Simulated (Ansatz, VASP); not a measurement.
Two plane-wave programs on ScAl3N4

```
CELL_PARAMETERS angstrom
-3.20859 0.00000 0.00000
0.00000 5.60375 -0.00225
1.60429 -2.79984 -5.03876
ATOMIC_POSITIONS crystal
Sc 0.00593 0.33633 0.01185
Al 0.49996 0.83640 0.99992
Al 0.75381 0.41695 0.50761
Al 0.24615 0.91703 0.49230
N 0.80044 0.13101 0.60087
N 0.30553 0.64252 0.61106
N 0.56737 0.21320 0.13475
N 0.05682 0.74256 0.11364
```

Alike in both runs: functional PBEsol; k mesh 10 × 8 × 10; occupations gaussian, width 0.02 eV; no spin polarisation.

Ansatz relaxed the structure, and its values are those at the end. VASP's run is a single point on that final structure, the one shown.

|  | VASP | Ansatz |
| --- | --- | --- |
| version | VASP 6.6.1 | Ansatz 0.2.0 |
| potentials or method | VASP PAW PBE potentials, release 64 (Sc_sv, Al, N), cutoff 520 eV | scalar-relativistic, plane waves, PAW |
| valence electrons in the cell | 40 | 40 |

```tsv
	VASP	Ansatz	Ansatz less VASP
gap on the k mesh at the Fermi level (eV)	3.63	3.61	-0.018
least direct gap on the mesh (eV)	3.75	3.73	-0.019
pressure (GPa)	0.2	0.0	-0.23
rms of the force components (eV/Å)	0.019	0.000	-0.0184
```

VASP's potentials were made for PBE, not for PBEsol, and Ansatz warns of the same on its side.
